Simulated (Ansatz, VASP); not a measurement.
## Two plane-wave programs on SnO2

The input INCAR:

```
SYSTEM = SnO2
  PREC = Accurate
  ENCUT = 520
  EDIFF = 1E-7
  ISMEAR = -1
  SIGMA = 0.05
  LREAL = .FALSE.
  LASPH = .TRUE.
  NELM = 80
  ALGO = Normal
  ISIF = 2
  LWAVE = .FALSE.
  LCHARG = .FALSE.
  GGA = B5
  ALDAX = 1.0
  AGGAX = 1.0
  AGGAC = 1.0
  ALDAC = 0.0
  NBANDS = 35
```

The input KPOINTS:

```
Automatic mesh
0
G
  6 6 8
  0 0 0
```

File POSCAR:

```
SnO2
1.0
    4.7380000000      0.0000000000      0.0000000000
    0.0000000000      4.7380000000      0.0000000000
    0.0000000000      0.0000000000      3.1865000000
Sn O
2 4
Direct
    0.5000000000      0.5000000000      0.5000000000
    0.0000000000      0.0000000000      0.0000000000
    0.8071000000      0.1929000000      0.5000000000
    0.6929000000      0.6929000000      0.0000000000
    0.1929000000      0.8071000000      0.5000000000
    0.3071000000      0.3071000000      0.0000000000
```

input.yaml

```yaml
crystal:
  lattice:
    - [4.738, 0.0, 0.0]
    - [0.0, 4.738, 0.0]
    - [0.0, 0.0, 3.1865]
  atoms:
    - { symbol: Sn, position: [0.5, 0.5, 0.5] }
    - { symbol: Sn, position: [0.0, 0.0, 0.0] }
    - { symbol: O, position: [0.8071, 0.1929, 0.5] }
    - { symbol: O, position: [0.6929, 0.6929, 0.0] }
    - { symbol: O, position: [0.1929, 0.8071, 0.5] }
    - { symbol: O, position: [0.3071, 0.3071, 0.0] }
hamiltonian:
  xc: blyp
  pseudopotentials: { kind: paw }
kpoints:
  mp_grid: { grid: [6, 6, 8] }
  band_path:
    path:
      - [[0.0, 0.0, 0.0], [0.0, 0.5, 0.0], [0.5, 0.5, 0.0], [0.0, 0.0, 0.0], [0.0, 0.0, 0.5], [0.0, 0.5, 0.5], [0.5, 0.5, 0.5], [0.0, 0.0, 0.5]]
      - [[0.0, 0.5, 0.0], [0.0, 0.5, 0.5]]
      - [[0.5, 0.5, 0.0], [0.5, 0.5, 0.5]]
    npoints: 14
scf:
  occupations: { method: fermi_dirac, width: 0.05 }
  n_extra_bands: 15
output:
  forces: true
  stress: true
  eigenvalues: true
  fatbands: false
  write_density: true
  write_potential: true
  elf: true
  volumetric_format: npy
```

Alike in both runs: functional BLYP; k mesh 6 × 6 × 8; occupations fermi-dirac, width 0.05 eV; no spin polarisation.

```csv
,VASP,Ansatz
version,VASP 6.6.1,Ansatz 0.2.0
potentials or method,"VASP PAW PBE potentials, release 64 (Sn_d, O)",Ansatz PAW
plane-wave cutoff (eV),520,420
valence electrons in the cell,52,52
task,single point,band structure
```

Ansatz gave:

| Item | Value |
| --- | --- |
| gap on the k mesh at the Fermi level (eV) | 1.32 |
| least direct gap on the mesh (eV) | 1.32 |
| pressure (GPa) | 16.7 |
| traceless stress, the component that is largest in VASP (GPa) | 2.73 |
| rms of the force components (eV/Å) | 0.163 |

**Question.** Estimate VASP's values.

**Answer.** gap on the k mesh at the Fermi level (eV): 1.36; least direct gap on the mesh (eV): 1.36; pressure (GPa): 17.9; traceless stress, the component that is largest in VASP (GPa): 3.12; rms of the force components (eV/Å): 0.177.

VASP's potentials were made for PBE, not for BLYP. Atom by atom the forces differ by 0.014 eV/Å (rms over components). The functional is the same, so the differences come from potentials, cutoffs and numerics.

Noted on Ansatz's run: Pulay correction over one GPa.
